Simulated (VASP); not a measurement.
## Fe: single point with LDA

Crystal: Fe.

```
CELL_PARAMETERS angstrom
-1.37460 1.37460 1.37460
1.37460 -1.37460 1.37460
1.37460 1.37460 -1.37460
ATOMIC_POSITIONS crystal
Fe 0.00000 0.00000 0.00000
```

```
Program             : VASP 6.6.1
Task                : single point
Functional          : LDA
Potentials or basis : VASP PAW LDA potentials, release 64 (Fe)
Cutoff              : 520 eV
k mesh              : 16 × 16 × 16
Occupations         : methfessel-paxton, width 0.1 eV
Spin                : collinear spin, ferromagnetic start
Starting moments    : [1.988] μB
```

```json
{"Pressure": "-1.1 GPa", "Net moment": "1.93 μB per cell", "Site moments": "Fe +1.90 μB", "Valence electrons inside the program's atomic spheres": "Fe 7.48"}
```

Levels at points of the mesh, in eV from the Fermi level:
Spin up:
| k point | band 3 | band 4 | band 5 | band 6 | band 7 | band 8 |
| --- | --- | --- | --- | --- | --- | --- |
| (0.00, 0.00, 0.00) | -2.52 | -2.52 | -0.97 | -0.97 | 25.66 | 25.66 |
| (0.50, 0.00, 0.00) | -0.93 | -0.74 | 0.33 | 0.62 | 8.14 | 18.93 |
| (0.50, 0.50, 0.50) | 0.30 | 0.30 | 0.30 | 10.38 | 10.38 | 10.38 |
Spin down:
| k point | band 1 | band 2 | band 3 | band 4 | band 5 | band 6 | band 7 | band 8 |
| --- | --- | --- | --- | --- | --- | --- | --- | --- |
| (0.00, 0.00, 0.00) | -8.75 | -0.96 | -0.96 | -0.96 | 1.12 | 1.12 | 25.84 | 25.84 |
| (0.50, 0.00, 0.00) | -4.39 | -2.37 | 0.71 | 1.03 | 1.40 | 2.42 | 9.35 | 19.24 |
| (0.50, 0.50, 0.50) | -3.97 | -3.97 | 2.08 | 2.08 | 2.08 | 10.83 | 10.83 | 10.83 |

Run time: 33 s on 1 thread of Intel(R) Xeon(R) Platinum 8259CL CPU @ 2.50GHz (Skylake/Cascade Lake), on a shared host, peak memory 0.14 GiB.
